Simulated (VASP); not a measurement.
# BN in VASP: a series of runs

BN is run at these levels: PBE+D3(BJ); tasks: single point, relaxation of the atoms.

Everything below comes from runs of VASP 6.6.1. Logs are shortened: lines on timing, memory, paths and dates and some standing lists are left out, and cuts for length are marked.

**1. The cell of the first run**

The cell holds a slab with vacuum, 4 atoms: a = 2.509 Å, b = 2.509 Å, c = 32.600 Å, α = 90.00°, β = 90.00°, γ = 120.00°.

**2. Single point, PBE+D3(BJ)**

The input, INCAR:

```
ALGO     = Normal         # electronic algorithm
DIPOL    = 0.5 0.5 0.500
EDIFF    = 1E-7           # SCF threshold, eV
ENCUT    = 520            # plane-wave cutoff, eV
GGA      = PE             # functional
IDIPOL   = 3            
ISIF     = 2              # what is computed and relaxed
ISMEAR   = 0              # smearing method
IVDW     = 12             # dispersion correction
LASPH    = T              # aspherical terms in the spheres
LCHARG   = T              # write CHGCAR
LDIPOL   = T            
LELF     = T              # ELF
LREAL    = F              # projectors in reciprocal space
LVACPOTAV= T            
LVHAR    = T            
LWAVE    = F              # write WAVECAR
NBANDS   = 16             # bands
NELM     = 80             # most SCF steps
PREC     = Accurate       # precision mode
SIGMA    = 0.02           # smearing width, eV
```

The input, KPOINTS:

```
k-points
0
Gamma
  12 12 1
```

The input, POSCAR:

```
BN
1.0
    2.5087620658      0.0000000000      0.0000000000
   -1.2543810329      2.1726516810      0.0000000000
    0.0000000000      0.0000000000     32.6000000000
B N
2 2
Direct
    0.0000000000      0.0000000000      0.4469328116
    0.5000000000      0.0000000000      0.5530671884
    0.6665340028      0.3330680057      0.4469042477
    0.8334659972      0.6669319943      0.5530957523
```

Potentials or basis: VASP PAW PBE potentials, release 64 (B, N).

The run is started by

```sh
> cat potpaw_PBE.64/B/POTCAR potpaw_PBE.64/N/POTCAR > POTCAR
> mpirun -np 1 vasp_std > vasp.out
```

OUTCAR:

```text
EDIFF = 1E-7
   ENCUT = 520
   GGA = PE
   ISIF = 2
   ISMEAR = 0
   IVDW = 12
   LASPH = T
   LREAL = F
   NELM = 80
   PREC = Accurate
 IVDW          = 12

 ion  position               nearest neighbor table
   1  0.000  0.000  0.447-   3 1.45   3 1.45   3 1.45
   2  0.500  0.000  0.553-   4 1.45   4 1.45   4 1.45
   3  0.667  0.333  0.447-   1 1.45   1 1.45   1 1.45
   4  0.833  0.667  0.553-   2 1.45   2 1.45   2 1.45

  LATTYP: Found a hexagonal cell.
 ALAT       =     2.5087620658
 C/A-ratio  =    12.9944566862

  Lattice vectors:

 A1 = (   2.5087620658,   0.0000000000,   0.0000000000)
 A2 = (  -1.2543810329,   2.1726516810,   0.0000000000)
 A3 = (   0.0000000000,   0.0000000000,  32.6000000000)

Analysis of symmetry for initial positions (statically):
=====================================================================
 Subroutine PRICEL returns:
 Original cell was already a primitive cell.

 Routine SETGRP: Setting up the symmetry group for a
 hexagonal supercell.

 Subroutine GETGRP returns: Found  4 space group operations
 (whereof  2 operations were pure point group operations)
 out of a pool of 24 trial point group operations.

The static configuration has the point symmetry C_1h.
 The point group associated with its full space group is C_2h.

Analysis of symmetry for dynamics (positions and initial velocities):
=====================================================================
 Subroutine PRICEL returns:
 Original cell was already a primitive cell.

 Routine SETGRP: Setting up the symmetry group for a
 hexagonal supercell.

 Subroutine GETGRP returns: Found  4 space group operations
 (whereof  2 operations were pure point group operations)
 out of a pool of 24 trial point group operations.

The dynamic configuration has the point symmetry C_1h.
 The point group associated with its full space group is C_2h.

 Subroutine INISYM returns: Found  4 space group operations
 (whereof  2 operations are pure point group operations),
 and found     1 'primitive' translations

----------------------------------------------------------------------------------------

                                     Primitive cell

  volume of cell :     177.6917

  direct lattice vectors                    reciprocal lattice vectors
     2.508762066  0.000000000  0.000000000     0.398602966  0.230133530  0.000000000
    -1.254381033  2.172651681  0.000000000     0.000000000  0.460267059  0.000000000
     0.000000000  0.000000000 32.600000000     0.000000000  0.000000000  0.030674847

  length of vectors
     2.508762066  2.508762066 32.600000000     0.460267059  0.460267059  0.030674847

  position of ions in fractional coordinates (direct lattice)
     0.000000000  0.000000000  0.446932812
     0.500000000  0.000000000  0.553067188
     0.666534003  0.333068006  0.446904248
     0.833465997  0.666931994  0.553095752

  ion indices of the primitive-cell ions
   primitive index   ion index
                 1           1
                 2           2
                 3           3
                 4           4

----------------------------------------------------------------------------------------

 KPOINTS: k-points

Automatic generation of k-mesh.
 Grid dimensions read from file:
 generate k-points for:   12   12    1

 Generating k-lattice:

  Cartesian coordinates                     Fractional coordinates (reciprocal lattice)
     0.033216914  0.019177794  0.000000000     0.083333333  0.000000000  0.000000000
     0.000000000  0.038355588  0.000000000     0.000000000  0.083333333  0.000000000
     0.000000000  0.000000000  0.030674847     0.000000000  0.000000000  1.000000000

  Length of vectors
     0.038355588  0.038355588  0.030674847

  Shift w.r.t. Gamma in fractional coordinates (k-lattice)
     0.000000000  0.000000000  0.000000000

 Subroutine IBZKPT returns following result:
 ===========================================

 Found     43 irreducible k-points:

 Following reciprocal coordinates:
            Coordinates               Weight
  0.000000  0.000000  0.000000      1.000000
  0.083333 -0.000000  0.000000      4.000000
  0.000000  0.083333  0.000000      2.000000
  0.166667  0.000000  0.000000      4.000000
  0.000000  0.166667  0.000000      2.000000
  0.250000  0.000000  0.000000      4.000000
[... 16 lines left out ...]
 -0.083333  0.416667  0.000000      4.000000
 -0.416667  0.333333  0.000000      4.000000
 [... further k-points ...]
   k-points           NKPTS =     43   k-points in BZ     NKDIM =     43   number of bands    NBANDS=     16
   number of dos      NEDOS =    301   number of ions     NIONS =      4
   total plane-waves  NPLWV = 100000
   dimension x,y,z NGX =    20 NGY =   20 NGZ =  250
   dimension x,y,z NGXF=    40 NGYF=   40 NGZF=  500
   ions per type =               2   2
   NGX,Y,Z   is equivalent  to a cutoff of  13.25, 13.25, 12.75 a.u.
   NGXF,Y,Z  is equivalent  to a cutoff of  26.51, 26.51, 25.50 a.u.
 SYSTEM =  unknown system
   PREC   = accura    normal or accurate (medium, high low for compatibility)
   ISTART =      0    job   : 0-new  1-cont  2-samecut
   ICHARG =      2    charge: 1-file 2-atom 10-const
   ISPIN  =      1    spin polarized calculation?
   LNONCOLLINEAR =      F non collinear calculations
   LSORBIT =      F    spin-orbit coupling
   LASPH  =      T    aspherical Exc in radial PAW
   ENCUT  =  520.0 eV  38.22 Ry    6.18 a.u.   4.66  4.66 60.61*2*pi/ulx,y,z
   NELM   =     80;   NELMIN=  2; NELMDL= -5     # of ELM steps
   EDIFF  = 0.1E-06   stopping-criterion for ELM
   LREAL  =      F    real-space projection
   EDIFFG = 0.1E-05   stopping-criterion for IOM
   NSW    =      0    number of steps for IOM
   IBRION =     -1    ionic relax: 0-MD 1-quasi-New 2-CG
   NFREE  =      0    steps in history (QN), initial steepest desc. (CG)
   ISIF   =      2    stress and relaxation
   ISYM   =      2    0-nonsym 1-usesym 2-fastsym
   POTIM  = 0.5000    time-step for ionic-motion
   TEBEG  =    0.0;   TEEND  =   0.0 temperature during run
   PSTRESS=    0.0 pullay stress
   NELECT =      16.0000    total number of electrons
   NUPDOWN=      -1.0000    fix difference up-down
   EMIN   =  10.00;   EMAX   =-10.00  energy-range for DOS
   EFERMI =   0.00;   METHOD = LEGACY
   ISMEAR =     0;   SIGMA  =   0.02  broadening in eV -4-tet -1-fermi 0-gaus
   EFERMI_NEDOS =   21; number of points for ismear=-14 and -15
   IALGO  =     38    algorithm
   IMIX   =      4    mixing-type and parameters
     AMIX     =   0.40;   BMIX     =  1.00
     AMIX_MAG =   1.60;   BMIX_MAG =  1.00
  volume/ion in A,a.u.               =      44.42       299.78
  Fermi-wavevector in a.u.,A,eV,Ry     =   0.733769  1.386622  7.325598  0.538416
  Thomas-Fermi vector in A             =   1.826558
   LORBIT       =      0    0 simple, 1 ext, 2 COOP (PROOUT), +10 PAW based schemes
   GGA     = PE    functional components
   LHFCALC =     F    Hartree Fock is set to
   AEXX    =    0.0000 exact exchange contribution
   IVDW    =    12    specifies the selected vdW correction
   LEPSILON=     F    determine dielectric tensor
   LRPA    =     F    only Hartree local field effects (RPA)
 non-spin polarized calculation
 Gauss-broadening in eV      SIGMA  =   0.02
  energy-cutoff  :      520.00
  volume of cell :      177.69
 maximum number of plane-waves:      4825
   NGX =  9   NGY =  9   NGZ =121

 number of electron      16.0000001 magnetization

 dipolmoment           0.000000      0.000000      0.000000 electrons x Angstroem

 Free energy of the ion-electron system (eV)
  ---------------------------------------------------
  ext. energy  EPLUGINS =         0.00000000
  ---------------------------------------------------
  free energy    TOTEN  =       -35.18044712 eV

  energy without entropy =      -35.18044712  energy(sigma->0) =      -35.18044712

 E-fermi :  -3.9214     XC(G=0):  -2.3500

 val. band max:       -4.0579042945   @ k =   0.3333   0.3333   0.0000
 cond. band min:       0.1547259997   @ k =   0.5000   0.0000   0.0000
 fundamental gap:      4.2126302942
 Fermi energy:        -3.9213843357

 k-point     1 :       0.0000    0.0000    0.0000
  band No.  band energies     occupation
      1     -21.8727      2.00000
      2     -21.7659      2.00000
      3      -9.8257      2.00000
      4      -8.9686      2.00000
      5      -5.5334      2.00000
      6      -5.5318      2.00000
[... 8 lines left out ...]
     15       2.8641      0.00000
     16       3.7909      0.00000

 k-point     2 :       0.0833   -0.0000    0.0000
  band No.  band energies     occupation
      1     -21.7387      2.00000
      2     -21.6336      2.00000
      3      -9.6436      2.00000
      4      -8.7946      2.00000
      5      -6.0928      2.00000
      6      -6.0806      2.00000
[... 8 lines left out ...]
     15       3.0769      0.00000
     16       3.9827      0.00000

 k-point     3 :       0.0000    0.0833    0.0000
  band No.  band energies     occupation
      1     -21.7386      2.00000
      2     -21.6336      2.00000
      3      -9.6435      2.00000
      4      -8.7949      2.00000
      5      -6.0851      2.00000
      6      -6.0695      2.00000
[... 8 lines left out ...]
     15       3.0771      0.00000
     16       3.9828      0.00000
[... 362 lines left out ...]
 k-point    23 :      -0.0833    0.4167    0.0000
  band No.  band energies     occupation
      1     -19.4314      2.00000
      2     -19.3670      2.00000
      3     -11.8095      2.00000
      4     -11.7470      2.00000
      5      -8.3891      2.00000
      6      -8.3650      2.00000
[... 8 lines left out ...]
     15       6.5110      0.00000
     16       6.7340      0.00000

 k-point    24 :      -0.4167    0.3333    0.0000
  band No.  band energies     occupation
      1     -19.4350      2.00000
      2     -19.3653      2.00000
      3     -11.8092      2.00000
      4     -11.7518      2.00000
      5      -8.3801      2.00000
      6      -8.3631      2.00000
[... 8 lines left out ...]
     15       6.4885      0.00000
     16       6.7788      0.00000

 [... further k-points ...]

------------------------ aborting loop because EDIFF is reached ----------------------------------------

 vacuum level on the upper side and lower side of the slab       (xc-potential included)        -0.128        -0.128

 Edisp (eV)   -0.41195

 E8    (eV) :    -0.1267

  FORCE on cell =-STRESS in cart. coord.  units (eV):
  Direction    XX          YY          ZZ          XY          YZ          ZX
  --------------------------------------------------------------------------------------
  -------------------------------------------------------------------------------------
  Total      -0.09026    -0.07477    -0.02230     0.00000     0.07313     0.00000
  in kB      -0.81381    -0.67417    -0.20105     0.00000     0.65939     0.00000
  external pressure =       -0.56 kB  Pullay stress =        0.00 kB

 VOLUME and BASIS-vectors are now :
 -----------------------------------------------------------------------------
  energy-cutoff  :      520.00
  volume of cell :      177.69
      direct lattice vectors                 reciprocal lattice vectors
     2.508762066  0.000000000  0.000000000     0.398602966  0.230133530  0.000000000
    -1.254381033  2.172651681  0.000000000     0.000000000  0.460267059  0.000000000
     0.000000000  0.000000000 32.600000000     0.000000000  0.000000000  0.030674847

 POSITION                                       TOTAL-FORCE (eV/Angst)
 -----------------------------------------------------------------------------------
      0.00000      0.00000     14.57001         0.000000     -0.021359     -0.002229
      1.25438      0.00000     18.02999         0.000000      0.021359      0.002229
      1.25438      0.72364     14.56908        -0.000000      0.000239     -0.001953
      1.25438      1.44901     18.03092         0.000000     -0.000239      0.001953
 -----------------------------------------------------------------------------------
    total drift:                                0.000000     -0.000000     -0.000000

  FREE ENERGIE OF THE ION-ELECTRON SYSTEM (eV)
  ---------------------------------------------------
  free  energy   TOTEN  =       -35.5923923132 eV

  energy  without entropy=      -35.5923923132  energy(sigma->0) =      -35.59239231

 vacuum level on the upper side and lower side of the slab         1.651         1.651
```

It took 1.8 min on 1 thread of AMD EPYC 9R45 (Zen 5), shared host; peak memory 0.32 GiB.

What came out:

| Property | Result |
| --- | --- |
| Free energy | -35.5924 eV |
| Largest force | 0.021 eV/Å |
| Band gap on the k mesh | 4.21 eV (least direct gap 4.38 eV) |
| Dispersion energy per atom | -0.103 eV |
| Ionisation potential of the upper face | 5.71 eV |

Forces in eV/Å, atoms in the order of the input:
```
B    0.000 -0.021 -0.002
B    0.000  0.021  0.002
N    0.000  0.000 -0.002
N    0.000  0.000  0.002
```

**3. Relaxation of the atoms, PBE+D3(BJ)**

The input, INCAR:

```
SYSTEM = BN
ALGO = Normal
DIPOL = 0.5 0.5 0.500
EDIFF = 1E-7
EDIFFG = -0.01
ENCUT = 520
GGA = PE
IBRION = 2
IDIPOL = 3
ISIF = 2
ISMEAR = 0
IVDW = 12
LASPH = .TRUE.
LCHARG = .FALSE.
LDIPOL = .TRUE.
LREAL = .FALSE.
LWAVE = .FALSE.
NELM = 100
NSW = 70
PREC = Accurate
SIGMA = 0.02
```

The input, KPOINTS:

```
k-points
0
G
  12 12 1
  0 0 0
```

The input, POSCAR:

```
BN
1.0
    2.5087620658      0.0000000000      0.0000000000
   -1.2543810329      2.1726516810      0.0000000000
    0.0000000000      0.0000000000     32.6000000000
B N
2 2
Selective dynamics
Direct
    0.0000000000      0.0000000000      0.4493865031  F F T
    0.5000000000      0.0000000000      0.5506134969  F F T
    0.6666666667      0.3333333333      0.4493865031  T T T
    0.8333333333      0.6666666667      0.5506134969  T T T
```

Potentials or basis: VASP PAW PBE potentials, release 64 (B, N).

The run is started by

```sh
> cat potpaw_PBE.64/B/POTCAR potpaw_PBE.64/N/POTCAR > POTCAR
> mpirun -np 1 vasp_std > vasp.out
```

Run time: 22 min. Hardware: 1 thread of Oxide Virtual Turin-like, shared host; peak memory 0.33 GiB.

It converged, with:

| Item | Value |
| --- | --- |
| Free energy | -35.5924 eV |
| Energy gained by relaxing | 1.2 meV/atom |
| Ionic steps | 17 |
| Band gap on the k mesh | 4.22 eV (least direct gap 4.39 eV) |
| Dispersion energy per atom | -0.103 eV |

Step by step:
| step | energy change (eV) | largest force on free atoms (eV/Å) | pressure (GPa) |
| --- | --- | --- | --- |
| 1 | 0.0000 | 0.0631 | -0.02 |
| 2 | -0.0002 | 0.0442 | -0.02 |
| 3 | -0.0002 | 0.0451 | -0.02 |
| 4 | -0.0004 | 0.0440 | -0.02 |
| 5 | -0.0009 | 0.0638 | -0.02 |
| 6 | -0.0016 | 0.1037 | -0.03 |
| 7 | -0.0011 | 0.2125 | -0.04 |
| 8 | -0.0016 | 0.1267 | -0.03 |
| 9 | -0.0017 | 0.1249 | -0.03 |
| 10 | -0.0020 | 0.1192 | -0.03 |
| 11 | -0.0024 | 0.1080 | -0.04 |
| 12 | -0.0032 | 0.0853 | -0.04 |
| 13 | -0.0043 | 0.0407 | -0.05 |
| 14 | -0.0047 | 0.0527 | -0.06 |
| 15 | -0.0048 | 0.0273 | -0.06 |
| 16 | -0.0049 | 0.0146 | -0.06 |
| 17 | -0.0049 | 0.0052 | -0.06 |

Final structure:
```xyz
4
Lattice="2.5088 0.0000 0.0000 -1.2544 2.1727 0.0000 0.0000 0.0000 32.6000" Properties=species:S:1:pos:R:3 pbc="T T T"
B     0.0000    0.0000   14.5627
B     1.2544    0.0000   18.0373
N     1.2544    0.7238   14.5620
N     1.2544    1.4489   18.0380
```

Levels at points of the mesh, in eV from the valence-band top:
```tsv
k point	band 6	band 7	band 8	band 9	band 10	band 11
(0.00, 0.00, 0.00)	-1.47	-1.46	-1.46	4.64	5.14	5.73
(0.50, 0.00, 0.00)	-4.25	-1.27	-0.78	4.22	5.11	9.41
(0.00, 0.50, 0.00)	-4.24	-1.06	-1.02	4.46	4.91	9.59
```
